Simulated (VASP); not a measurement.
# WC (F-43m) in VASP: notebook, part 2 of 2

VASP 6.6.1. The steps go on from the part before.

## (3) Single point, PBE

This run uses another cell than the first one, of 14.96 Å³/atom, 1.152 times its volume.

The input, INCAR:

```
SYSTEM = WC
ALGO     = Normal         ! electronic algorithm
EDIFF    = 1E-6           ! SCF threshold, eV
ENCUT    = 520            ! plane-wave cutoff, eV
GGA      = PE             ! functional
ISIF     = 2              ! what is computed and relaxed
ISMEAR   = 0              ! smearing method
LASPH    = .True.         ! aspherical terms in the spheres
LCHARG   = .True.         ! write CHGCAR
LELF     = .True.         ! ELF
LREAL    = .False.        ! projectors in reciprocal space
LVHAR    = .True.       
LWAVE    = .False.        ! write WAVECAR
NBANDS   = 16             ! bands
NELM     = 60             ! most SCF steps
PREC     = Accurate       ! precision mode
SIGMA    = 0.1            ! smearing width, eV
```

The input, KPOINTS:

```
k-points
0
Gamma
  6 6 6
  0 0 0
```

The input, POSCAR:

```
WC
1.0
    0.0000000000      2.4637779400      2.4637779400
    2.4637779400      0.0000000000      2.4637779400
    2.4637779400      2.4637779400      0.0000000000
W C
1 1
Direct
    0.0000000000      0.0000000000      0.0000000000
    0.7500000000      0.7500000000      0.7500000000
```

Potentials or basis: VASP PAW PBE potentials, release 64 (W_sv, C).

The run is started by

```sh
cat potpaw_PBE.64/W_sv/POTCAR potpaw_PBE.64/C/POTCAR > POTCAR
mpirun -np 1 vasp_std > vasp.out
```

Run time: 10 s. Hardware: 1 thread of Intel Xeon Platinum 8259CL at 2.50GHz (Skylake/Cascade Lake), shared host; peak memory 0.15 GiB.

It converged, with:

```
Free energy            : -20.7056 eV
Pressure               : -27.4 GPa
Band gap on the k mesh : zero (band 9 reaches 7.80 eV, above the bottom of band 10 at 6.98 eV)
```

Levels at points of the mesh, in eV from the Fermi level:
```
           k point  band 5  band 6  band 7  band 8  band 9  band 10  band 11  band 12  band 13  band 14
(0.00, 0.00, 0.00)  -12.73   -4.79   -4.79   -4.79   -0.01    -0.01     2.30     6.73     6.73     6.73
(0.50, 0.00, 0.00)  -11.11   -5.04   -4.18   -4.18    0.66     0.66     0.94     4.42     4.42     5.61
(0.50, 0.50, 0.00)  -10.53   -6.29   -2.40   -2.40   -1.74     1.22     1.36     2.35     2.35    10.54
```

Caveat: the k points lie up to 0.37 Å⁻¹ apart; spin-orbit coupling is left out, which moves the levels of the heavy elements.

## (4) Relaxation of cell and atoms, PBE

This run uses another cell than the first one, of 14.96 Å³/atom, 1.152 times its volume.

The input, INCAR:

```
SYSTEM = WC
  PREC = Accurate
  ENCUT = 600
  EDIFF = 1E-6
  ISMEAR = 0
  SIGMA = 0.1
  LREAL = .False.
  LASPH = .True.
  NELM = 100
  ALGO = Normal
  ISIF = 3
  LWAVE = .False.
  LCHARG = .False.
  GGA = PE
  IBRION = 2
  NSW = 90
  EDIFFG = -0.04
```

The input, KPOINTS:

```
regular mesh
0
Gamma
  6 6 6
  0 0 0
```

POSCAR is that of step 3.

Potentials or basis: VASP PAW PBE potentials, release 64 (W_sv, C).

The run is started by

```sh
cat potpaw_PBE.64/W_sv/POTCAR potpaw_PBE.64/C/POTCAR > POTCAR
mpirun -np 1 vasp_std > vasp.out
```

OUTCAR:

```text
SYSTEM = WC
   PREC = Accurate
   ENCUT = 600
   EDIFF = 1E-6
   ISMEAR = 0
   LREAL = .False.
   LASPH = .True.
   NELM = 100
   ISIF = 3
   GGA = PE
   IBRION = 2
   NSW = 90
   EDIFFG = -0.04

 ion  position               nearest neighbor table
   1  0.000  0.000  0.000-   2 2.13   2 2.13   2 2.13   2 2.13
   2  0.750  0.750  0.750-   1 2.13   1 2.13   1 2.13   1 2.13

  LATTYP: Found a face centered cubic cell.
 ALAT       =     4.9275558800

  Lattice vectors:

 A1 = (   0.0000000000,   2.4637779400,   2.4637779400)
 A2 = (   2.4637779400,   0.0000000000,   2.4637779400)
 A3 = (   2.4637779400,   2.4637779400,   0.0000000000)

Analysis of symmetry for initial positions (statically):
=====================================================================
 Subroutine PRICEL returns:
 Original cell was already a primitive cell.

 Routine SETGRP: Setting up the symmetry group for a
 face centered cubic supercell.
[... 214 lines left out ...]
      9      12.2973      0.89061
     10      12.2973      0.89061
     11      15.6994      0.00000
     12      21.2469      0.00000
     13      21.2469      0.00000
[... 345 lines left out ...]
--------------------------------------- Ionic step        5  -------------------------------------------

 number of electron      18.0000002 magnetization

 Free energy of the ion-electron system (eV)
  ---------------------------------------------------
  ext. energy  EPLUGINS =         0.00000000
  ---------------------------------------------------
  free energy    TOTEN  =       -21.08385087 eV

  energy without entropy =      -21.07923596  energy(sigma->0) =      -21.08154342

 E-fermi :   8.8052     XC(G=0): -12.3048

 val. band max:        8.8011174239   @ k =   0.0000   0.0000   0.0000
 cond. band min:       8.8649430317   @ k =  -0.3333   0.3333   0.0000
 fundamental gap:      0.0638256077
 Fermi energy:         8.8052060535

 k-point     1 :       0.0000    0.0000    0.0000
  band No.  band energies     occupation
      1     -65.9211      2.00000
      2     -30.0519      2.00000
      3     -30.0519      2.00000
      4     -30.0519      2.00000
      5      -4.8726      2.00000
      6       3.2267      2.00000
      7       3.2267      2.00000
      8       3.2267      2.00000
      9       8.8011      1.04611
     10       8.8011      1.04611
     11      11.4964      0.00000
     12      16.3680      0.00000
     13      16.3680      0.00000
[... 267 lines left out ...]
  FREE ENERGIE OF THE ION-ELECTRON SYSTEM (eV)
  ---------------------------------------------------
  free  energy   TOTEN  =       -21.0838508723 eV

  energy  without entropy=      -21.0792359619  energy(sigma->0) =      -21.08154342

 reached required accuracy - stopping structural energy minimisation
```

CONTCAR:

```text
WC
   1.00000000000000
    -0.0000000000000000    2.3514007135880068    2.3514007135880068
     2.3514007135880068    0.0000000000000000    2.3514007135880068
     2.3514007135880068    2.3514007135880068   -0.0000000000000000
  W               C
     1     1
Direct
     0.0000000000000000    0.0000000000000000    0.0000000000000000
     0.7500000000000000    0.7500000000000000    0.7500000000000000

  0.00000000E+00  0.00000000E+00  0.00000000E+00
  0.00000000E+00  0.00000000E+00  0.00000000E+00
```

It took 32 s on 1 thread of Intel Xeon Platinum 8259CL at 2.50GHz (Skylake/Cascade Lake), shared host; peak memory 0.16 GiB.

Results:

* Free energy: -21.0839 eV
* Relaxed volume: 13.00 Å³/atom
* Relaxed cell: a = 3.325 Å, b = 3.325 Å, c = 3.325 Å, α = 60.00°, β = 60.00°, γ = 60.00°
* Space group after relaxing (to 0.05 Å): F-43m (No. 216)
* Energy gained by relaxing: 188.9 meV/atom
* Ionic steps: 5
* Pressure after relaxing: 0.0 GPa
* Band gap on the k mesh: zero (band 9 reaches 9.65 eV, above the bottom of band 10 at 8.60 eV)

Step by step:
```tsv
step	energy change (eV)	largest force (eV/Å)	pressure (GPa)	volume (Å³)
1	0.0000	0.0000	-27.41	29.91
2	1.2879	0.0000	113.05	20.15
3	-0.3748	0.0000	-2.99	26.31
4	-0.3775	0.0000	-0.83	26.09
5	-0.3777	0.0000	0.02	26.00
```

Final structure:
```yaml
crystal:
  lattice:
    - [0.00000, 2.35140, 2.35140]
    - [2.35140, 0.00000, 2.35140]
    - [2.35140, 2.35140, 0.00000]
  atoms:
    - { symbol: W, position: [0.00000, 0.00000, 0.00000] }
    - { symbol: C, position: [0.75000, 0.75000, 0.75000] }
```

Caveat: the k points lie up to 0.39 Å⁻¹ apart in the final cell; spin-orbit coupling is left out, which moves the levels of the heavy elements.

## (5) Single point, PBE

The input, INCAR:

```
SYSTEM = WC
ALGO = Normal
EDIFF = 1E-6
ENCUT = 520
GGA = PE
ISIF = 2
ISMEAR = 0
LASPH = .TRUE.
LCHARG = .FALSE.
LREAL = .FALSE.
LWAVE = .FALSE.
NBANDS = 16
NELM = 80
PREC = Accurate
SIGMA = 0.1
```

The input, KPOINTS:

```
k-points
0
G
  20 20 20
  0 0 0
```

The input, POSCAR:

```
WC
1.0
    0.0000000000      2.3492989600      2.3492989600
    2.3492989600      0.0000000000      2.3492989600
    2.3492989600      2.3492989600      0.0000000000
W C
1 1
Direct
    0.0000000000      0.0000000000      0.0000000000
    0.2500000000      0.2500000000      0.2500000000
```

The run is started by

```sh
cat potpaw_PBE.64/W_sv/POTCAR potpaw_PBE.64/C/POTCAR > POTCAR
mpirun -np 1 vasp_std > vasp.out
```

Wall time 1.7 min (1 thread of Intel Xeon Platinum 8259CL at 2.50GHz (Skylake/Cascade Lake), shared host); peak memory 0.24 GiB.

It converged, with:

```yaml
Free_energy: -21.0957 eV
Pressure: 0.7 GPa
Band_gap_on_the_k_mesh: zero (band 9 reaches 9.68 eV, above the bottom of band 10 at 8.56 eV)
```

Levels at points of the mesh, in eV from the Fermi level:
```tsv
k point	band 7	band 8	band 9	band 10	band 11	band 12
(0.00, 0.00, 0.00)	-5.63	-5.63	-0.04	-0.04	2.67	7.55
(0.50, 0.00, 0.00)	-4.92	-4.92	0.81	0.81	1.17	5.02
(0.50, 0.50, 0.00)	-2.68	-2.68	-2.12	1.53	1.80	2.75
```

Caveat: spin-orbit coupling is left out, which moves the levels of the heavy elements.

## (6) Relaxation of cell and atoms, PBE

The input, INCAR:

```
SYSTEM = WC
  PREC = Accurate
  ENCUT = 600
  EDIFF = 1E-6
  ISMEAR = 0
  SIGMA = 0.1
  LREAL = .FALSE.
  LASPH = .TRUE.
  NELM = 80
  ALGO = Normal
  ISIF = 3
  LWAVE = .FALSE.
  LCHARG = .FALSE.
  GGA = PE
  IBRION = 2
  NSW = 100
  EDIFFG = -0.01
```

The input, KPOINTS:

```
regular mesh
0
G
  20 20 20
  0 0 0
```

The input, POSCAR:

```
WC
1.0
    0.0000000000      2.3502306147      2.3502306147
    2.3502306147      0.0000000000      2.3502306147
    2.3502306147      2.3502306147      0.0000000000
W C
1 1
Direct
    0.0000000000      0.0000000000      0.0000000000
    0.2500000000      0.2500000000      0.2500000000
```

Potentials or basis: VASP PAW PBE potentials, release 64 (W_sv, C).

The run is started by

```sh
cat potpaw_PBE.64/W_sv/POTCAR potpaw_PBE.64/C/POTCAR > POTCAR
mpirun -np 1 vasp_std > vasp.out
```

Wall time 3 min (1 thread of Intel Xeon Platinum 8259CL at 2.50GHz (Skylake/Cascade Lake), shared host); peak memory 0.25 GiB.

Results (log left out):

| Property | Result |
| --- | --- |
| Free energy | -21.0969 eV |
| Relaxed volume | 13.00 Å³/atom |
| Relaxed cell | a = 3.325 Å, b = 3.325 Å, c = 3.325 Å, α = 60.00°, β = 60.00°, γ = 60.00° |
| Space group after relaxing (to 0.05 Å) | F-43m (No. 216) |
| Energy gained by relaxing | 0.0 meV/atom |
| Ionic steps | 3 |
| Pressure after relaxing | 0.0 GPa |
| Band gap on the k mesh | zero (band 9 reaches 9.65 eV, above the bottom of band 10 at 8.53 eV) |

Final structure:
```
W C
1.0
     0.00000    2.35111    2.35111
     2.35111    0.00000    2.35111
     2.35111    2.35111    0.00000
W C
1 1
Direct
  0.00000 0.00000 0.00000
  0.25000 0.25000 0.25000
```

Levels at points of the mesh, in eV from the Fermi level:
| k point | band 6 | band 7 | band 8 | band 9 | band 10 | band 11 | band 12 | band 13 |
| --- | --- | --- | --- | --- | --- | --- | --- | --- |
| (0.00, 0.00, 0.00) | -5.61 | -5.61 | -5.61 | -0.04 | -0.04 | 2.66 | 7.53 | 7.53 |
| (0.50, 0.00, 0.00) | -5.57 | -4.91 | -4.91 | 0.81 | 0.81 | 1.17 | 5.01 | 5.01 |
| (0.50, 0.50, 0.00) | -7.30 | -2.68 | -2.68 | -2.11 | 1.52 | 1.79 | 2.74 | 2.74 |

Caveat: spin-orbit coupling is left out, which moves the levels of the heavy elements.

## (7) The runs side by side

```csv
task,cell,k mesh,cutoff (eV),gap on the mesh (eV),pressure (GPa),relaxed volume (Å³/atom)
single point,"a = 3.324 Å, angles 60.0°, 2 atoms",6 × 6 × 6,520,none,0.5,-
single point,"a = 3.484 Å, angles 60.0°, 2 atoms",6 × 6 × 6,520,none,-27.4,-
relaxation of cell and atoms,"relaxed from a = 3.484 Å, angles 60.0°, 2 atoms",6 × 6 × 6,600,none,0.0,13.00
single point,"a = 3.322 Å, angles 60.0°, 2 atoms",20 × 20 × 20,520,none,0.7,-
relaxation of cell and atoms,"relaxed from a = 3.324 Å, angles 60.0°, 2 atoms",20 × 20 × 20,600,none,0.0,13.00
```

Alike in all rows: level PBE; potentials or basis VASP PAW PBE potentials, release 64 (W_sv, C); no spin polarisation; smearing gaussian 0.1 eV.

Caveats: some runs use coarse meshes; spin-orbit coupling is left out, which moves the levels of the heavy elements.

Absolute energies hang on the potentials; compare differences alone.
